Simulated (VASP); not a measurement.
# Bi (C2/m) in VASP: single point with LDA

Aim: the single point of Bi with LDA.

Program: VASP 6.6.1. These are calculated values, not measurements. Logs are shortened: lines on timing, memory, paths and dates and some standing lists are left out, and cuts for length are marked.

## Step 1: The cell of the first run

The typed cell holds 6 atoms: a = 7.924 Å, b = 7.924 Å, c = 4.579 Å, α = 73.23°, β = 125.26°, γ = 120.00°.

## Step 2: Single point, LDA

The input, INCAR:

```
  ALGO = Fast
  EDIFF = 1E-6
  ENCUT = 520
  GGA = CA
  ISIF = 2
  ISMEAR = 0
  LASPH = T
  LCHARG = F
  LREAL = F
  LWAVE = F
  NBANDS = 54
  NELM = 60
  PREC = Accurate
  SIGMA = 0.1
```

The input, KPOINTS:

```
k-points
0
Gamma
  6 6 9
```

The input, POSCAR:

```
Bi
1.0
    7.9243780104      0.0000000000     -0.0019169964
   -3.9621890052      6.8627128670      0.0009584982
   -2.6423665234      0.0000000000      3.7400729240
Bi
6
Direct
    0.5716479109      0.6666666667      0.7141008271
    0.2383145776      0.0000000000      0.7141008271
    0.9049812442      0.3333333333      0.7141008271
    0.0950187558      0.6666666667      0.2858991729
    0.7616854224      0.0000000000      0.2858991729
    0.4283520891      0.3333333333      0.2858991729
```

Potentials or basis: VASP PAW LDA potentials, release 64 (Bi_d).

The run is started by

```console
> cat potpaw_LDA.64/Bi_d/POTCAR > POTCAR
> mpirun -np 1 vasp_std > vasp.out
```

OUTCAR:

```text
EDIFF = 1E-6
   ENCUT = 520
   GGA = CA
   ISIF = 2
   ISMEAR = 0
   LASPH = T
   LREAL = F
   NELM = 60
   PREC = Accurate

 ion  position               nearest neighbor table
   1  0.572  0.667  0.714-   5 3.09   6 3.09   4 3.09   4 3.39   5 3.40   6 3.40
   2  0.238  0.000  0.714-   4 3.09   6 3.09   5 3.09   5 3.39   6 3.40   4 3.40
   3  0.905  0.333  0.714-   5 3.09   4 3.09   6 3.09   6 3.39   5 3.40   4 3.40
   4  0.095  0.667  0.286-   2 3.09   3 3.09   1 3.09   1 3.39   2 3.40   3 3.40
   5  0.762  0.000  0.286-   3 3.09   1 3.09   2 3.09   2 3.39   1 3.40   3 3.40
   6  0.428  0.333  0.286-   2 3.09   1 3.09   3 3.09   3 3.39   2 3.40   1 3.40

  LATTYP: Found a base centered monoclinic cell.
 ALAT       =     7.9243782423
 B/A-ratio  =     1.7320508076
 C/A-ratio  =     0.5778785429
 COS(beta)  =    -0.5772181255

  Lattice vectors:

 A1 = (   3.9621890052,  -6.8627128670,  -0.0009584982)
 A2 = (   3.9621890052,   6.8627128670,  -0.0009584982)
 A3 = (  -2.6423665234,   0.0000000000,   3.7400729240)

Analysis of symmetry for initial positions (statically):
=====================================================================
 Subroutine PRICEL returns following result:

  LATTYP: Found a base centered monoclinic cell.
 ALAT       =     7.9243782435
 B/A-ratio  =     0.5773502691
 C/A-ratio  =     0.5778785428
 COS(beta)  =    -0.5772181255

  Lattice vectors:

 A1 = (   3.9621890056,  -2.2875709554,  -0.0009584982)
 A2 = (   3.9621890060,   2.2875709561,  -0.0009584982)
 A3 = (  -2.6423665234,   0.0000000000,   3.7400729240)

   3 primitive cells build up your supercell.

 Routine SETGRP: Setting up the symmetry group for a
 base centered monoclinic supercell.

 Subroutine GETGRP returns: Found  4 space group operations
 (whereof  4 operations were pure point group operations)
 out of a pool of  4 trial point group operations.

The static configuration has the point symmetry C_2h.

Analysis of symmetry for dynamics (positions and initial velocities):
=====================================================================
 Subroutine PRICEL returns following result:

  LATTYP: Found a base centered monoclinic cell.
 ALAT       =     7.9243782435
 B/A-ratio  =     0.5773502691
 C/A-ratio  =     0.5778785428
 COS(beta)  =    -0.5772181255

  Lattice vectors:

 A1 = (   3.9621890056,  -2.2875709554,  -0.0009584982)
 A2 = (   3.9621890060,   2.2875709561,  -0.0009584982)
 A3 = (  -2.6423665234,   0.0000000000,   3.7400729240)

   3 primitive cells build up your supercell.

 Routine SETGRP: Setting up the symmetry group for a
 base centered monoclinic supercell.

 Subroutine GETGRP returns: Found  4 space group operations
 (whereof  4 operations were pure point group operations)
 out of a pool of  4 trial point group operations.

The dynamic configuration has the point symmetry C_2h.

 Subroutine INISYM returns: Found  4 space group operations
 (whereof  4 operations are pure point group operations),
 and found     3 'primitive' translations

----------------------------------------------------------------------------------------

                                     Primitive cell

  volume of cell :      67.7869

  direct lattice vectors                    reciprocal lattice vectors
     3.962189006 -2.287570955 -0.000958498     0.126214441 -0.218572455  0.089170671
     3.962189006  2.287570956 -0.000958498     0.126214441  0.218572455  0.089170671
    -2.642366523  0.000000000  3.740072924     0.000064692  0.000000000  0.267420171

  length of vectors
     4.575141912  4.575141912  4.579328152     0.267685285  0.267685285  0.267420179

  position of ions in fractional coordinates (direct lattice)
     0.238314577  0.238314577  0.714100827
     0.761685423  0.761685422  0.285899173

  ion indices of the primitive-cell ions
   primitive index   ion index
                 1           1
                 2           6

----------------------------------------------------------------------------------------

 KPOINTS: k-points

Automatic generation of k-mesh.
 Grid dimensions read from file:
 generate k-points for:    6    6    9

 Generating k-lattice:

  Cartesian coordinates                     Fractional coordinates (reciprocal lattice)
     0.021035740  0.012142914  0.014861779     0.166666667  0.000000000  0.000000000
     0.000000000  0.024285828  0.000000000     0.000000000  0.166666667  0.000000000
     0.000007188  0.000000000  0.029713352     0.000000000  0.000000000  0.111111111

  Length of vectors
     0.028474992  0.024285828  0.029713353

  Shift w.r.t. Gamma in fractional coordinates (k-lattice)
     0.000000000  0.000000000  0.000000000

 Subroutine IBZKPT returns following result:
 ===========================================

 Found     97 irreducible k-points:

 Following reciprocal coordinates:
            Coordinates               Weight
  0.000000  0.000000  0.000000      1.000000
  0.166667  0.000000 -0.000000      4.000000
  0.333333  0.000000  0.000000      4.000000
  0.500000  0.000000  0.000000      2.000000
  0.000000  0.166667  0.000000      2.000000
  0.166667  0.166667 -0.000000      4.000000
[... 16 lines left out ...]
  0.500000  0.166667  0.111111      4.000000
 -0.333333  0.166667  0.111111      2.000000
 [... further k-points ...]
   k-points           NKPTS =     97   k-points in BZ     NKDIM =     97   number of bands    NBANDS=     54
   number of dos      NEDOS =    301   number of ions     NIONS =      6
   total plane-waves  NPLWV = 129600
   dimension x,y,z NGX =    60 NGY =   60 NGZ =   36
   dimension x,y,z NGXF=   120 NGYF=  120 NGZF=   72
   ions per type =               6
   NGX,Y,Z   is equivalent  to a cutoff of  12.59, 12.59, 13.07 a.u.
   NGXF,Y,Z  is equivalent  to a cutoff of  25.17, 25.17, 26.14 a.u.
 SYSTEM =  unknown system
   PREC   = accura    normal or accurate (medium, high low for compatibility)
   ISTART =      0    job   : 0-new  1-cont  2-samecut
   ICHARG =      2    charge: 1-file 2-atom 10-const
   ISPIN  =      1    spin polarized calculation?
   LNONCOLLINEAR =      F non collinear calculations
   LSORBIT =      F    spin-orbit coupling
   LASPH  =      T    aspherical Exc in radial PAW
   ENCUT  =  520.0 eV  38.22 Ry    6.18 a.u.  14.73 14.73  8.51*2*pi/ulx,y,z
   NELM   =     60;   NELMIN=  2; NELMDL= -5     # of ELM steps
   EDIFF  = 0.1E-05   stopping-criterion for ELM
   LREAL  =      F    real-space projection
   EDIFFG = 0.1E-04   stopping-criterion for IOM
   NSW    =      0    number of steps for IOM
   IBRION =     -1    ionic relax: 0-MD 1-quasi-New 2-CG
   NFREE  =      0    steps in history (QN), initial steepest desc. (CG)
   ISIF   =      2    stress and relaxation
   ISYM   =      2    0-nonsym 1-usesym 2-fastsym
   POTIM  = 0.5000    time-step for ionic-motion
   TEBEG  =    0.0;   TEEND  =   0.0 temperature during run
   PSTRESS=    0.0 pullay stress
   NELECT =      90.0000    total number of electrons
   NUPDOWN=      -1.0000    fix difference up-down
   EMIN   =  10.00;   EMAX   =-10.00  energy-range for DOS
   EFERMI =   0.00;   METHOD = LEGACY
   ISMEAR =     0;   SIGMA  =   0.10  broadening in eV -4-tet -1-fermi 0-gaus
   EFERMI_NEDOS =   21; number of points for ismear=-14 and -15
   IALGO  =     68    algorithm
   IMIX   =      4    mixing-type and parameters
     AMIX     =   0.40;   BMIX     =  1.00
     AMIX_MAG =   1.60;   BMIX_MAG =  1.00
  volume/ion in A,a.u.               =      33.89       228.72
  Fermi-wavevector in a.u.,A,eV,Ry     =   1.247575  2.357575 21.176703  1.556444
  Thomas-Fermi vector in A             =   2.381701
   LORBIT       =      0    0 simple, 1 ext, 2 COOP (PROOUT), +10 PAW based schemes
   GGA     = CA    functional components
   LHFCALC =     F    Hartree Fock is set to
   AEXX    =    0.0000 exact exchange contribution
   IVDW    =     0    specifies the selected vdW correction
   LEPSILON=     F    determine dielectric tensor
   LRPA    =     F    only Hartree local field effects (RPA)
 non-spin polarized calculation
 RMM-DIIS sequential band-by-band and
 Gauss-broadening in eV      SIGMA  =   0.10
  energy-cutoff  :      520.00
  volume of cell :      203.36
 maximum number of plane-waves:      5538
   NGX = 29   NGY = 29   NGZ = 17

 number of electron      89.9999997 magnetization

 Free energy of the ion-electron system (eV)
  ---------------------------------------------------
  ext. energy  EPLUGINS =         0.00000000
  ---------------------------------------------------
  free energy    TOTEN  =       -27.34244850 eV

  energy without entropy =      -27.33780787  energy(sigma->0) =      -27.34012818

 E-fermi :   6.4496     XC(G=0):  -9.9851

 val. band max:        6.4180379919   @ k =   0.1667   0.0000   0.2222
 cond. band min:       6.5168652247   @ k =   0.0000   0.1667   0.4444
 fundamental gap:      0.0988272329
 Fermi energy:         6.4496470448

 k-point     1 :       0.0000    0.0000    0.0000
  band No.  band energies     occupation
      1     -16.4173      2.00000
      2     -16.4169      2.00000
      3     -16.3412      2.00000
      4     -16.3412      2.00000
      5     -16.2579      2.00000
      6     -16.2579      2.00000
[... 46 lines left out ...]
     53      11.9222      0.00000
     54      12.0111      0.00000

 k-point     2 :       0.1667    0.0000   -0.0000
  band No.  band energies     occupation
      1     -16.4130      2.00000
      2     -16.3994      2.00000
      3     -16.3477      2.00000
      4     -16.3284      2.00000
      5     -16.2571      2.00000
      6     -16.2530      2.00000
[... 46 lines left out ...]
     53      10.8528      0.00000
     54      11.2137      0.00000
[... 1195 lines left out ...]
     53       9.9557      0.00000
     54      10.2502      0.00000

 k-point    24 :      -0.3333    0.1667    0.1111
  band No.  band energies     occupation
      1     -16.4041      2.00000
      2     -16.3819      2.00000
      3     -16.3264      2.00000
      4     -16.3264      2.00000
      5     -16.2658      2.00000
      6     -16.2658      2.00000
[... 46 lines left out ...]
     53      10.5640      0.00000
     54      10.5641      0.00000

 [... further k-points ...]

------------------------ aborting loop because EDIFF is reached ----------------------------------------

  FORCE on cell =-STRESS in cart. coord.  units (eV):
  Direction    XX          YY          ZZ          XY          YZ          ZX
  --------------------------------------------------------------------------------------
  -------------------------------------------------------------------------------------
  Total       -1.6020737     -1.6284631     -0.0009033      0.0000000      0.0000000     -0.0218130
  in kB      -12.6219428    -12.8298523     -0.0071163      0.0000000      0.0000000     -0.1718535
  external PRESSURE =      -8.4863038 kB  Pullay stress =       0.0000000 kB

 VOLUME and BASIS-vectors are now :
 -----------------------------------------------------------------------------
  energy-cutoff  :      520.00
  volume of cell :      203.36
      direct lattice vectors                 reciprocal lattice vectors
     7.924378010  0.000000000 -0.001916996     0.126214441  0.072857485  0.089170671
    -3.962189005  6.862712867  0.000958498     0.000000000  0.145714970  0.000000000
    -2.642366523  0.000000000  3.740072924     0.000064692  0.000000000  0.267420171

 POSITION                                       TOTAL-FORCE (eV/Angst)
 -----------------------------------------------------------------------------------
      0.00158      4.57514      2.67033         0.007205      0.000000      0.015942
      0.00158      0.00000      2.67033         0.007205      0.000000      0.015942
      3.96377      2.28757      2.66937         0.007205      0.000000      0.015942
     -2.64395      4.57514      1.06974        -0.007205     -0.000000     -0.015942
      5.28043      0.00000      1.06782        -0.007205      0.000000     -0.015942
      1.31824      2.28757      1.06878        -0.007205      0.000000     -0.015942
 -----------------------------------------------------------------------------------
    total drift:                                0.000000     -0.000000     -0.000000

  FREE ENERGIE OF THE ION-ELECTRON SYSTEM (eV)
  ---------------------------------------------------
  free  energy   TOTEN  =       -27.3424485014 eV

  energy  without entropy=      -27.3378078660  energy(sigma->0) =      -27.34012818
```

It took 51 min on 1 thread of Oxide Virtual Turin-like, shared host; peak memory 0.74 GiB.

Results:

```
Free energy            : -27.3424 eV
Pressure               : -0.8 GPa
Largest force          : 0.017 eV/Å
Band gap on the k mesh : zero (bands 45 and 46 overlap by 0.15 eV)
```

Forces on the atoms (eV/Å):
```
Bi   0.007  0.000  0.016
Bi   0.007  0.000  0.016
Bi   0.007  0.000  0.016
Bi  -0.007  0.000 -0.016
Bi  -0.007  0.000 -0.016
Bi  -0.007  0.000 -0.016
```

Caveat: spin-orbit coupling is left out, which moves the levels of the heavy elements.

The gap in the log of VASP goes by the Fermi energy; the results here count the filled bands.